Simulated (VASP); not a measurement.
Input of a VASP 6.6.1 run:

The input INCAR:

```
SYSTEM = BN
PREC = Accurate
ENCUT = 600
EDIFF = 1E-6
ISMEAR = 0
SIGMA = 0.02
LREAL = .FALSE.
LASPH = .TRUE.
NELM = 120
ALGO = Normal
ISIF = 2
LWAVE = .FALSE.
LCHARG = .TRUE.
GGA = CA
LELF = .TRUE.
LVHAR = .TRUE.
NBANDS = 16
GGA_COMPAT = .FALSE.
```

Contents of KPOINTS:

```
regular mesh
0
G
  12 12 6
  0 0 0
```

POSCAR

```
BN
1.0
    2.5231814709      0.0000000000      0.0000000000
   -1.2615907355      2.1851392522      0.0000000000
    0.0000000000      0.0000000000      4.1751542254
B N
2 2
Direct
    0.6666666667      0.3333333333      0.9997010654
    0.3333333333      0.6666666667      0.4997010654
    0.6666666667      0.3333333333      0.6252989346
    0.3333333333      0.6666666667      0.1252989346
```

Potentials or basis: VASP PAW LDA potentials, release 64 (B, N).

The run is started by

```console
$ cat potpaw_LDA.64/B/POTCAR potpaw_LDA.64/N/POTCAR > POTCAR
$ mpirun -np 1 vasp_std > vasp.out
```

Predict the pressure.

0.7 GPa.

Predict the band gap on the k mesh.

4.90 eV, indirect (least direct gap 8.28 eV).

Forces on the atoms (eV/Å):
```
B    0.000  0.000 -0.002
B    0.000  0.000 -0.002
N    0.000  0.000  0.002
N    0.000  0.000  0.002
```

A k mesh can miss the band edges.
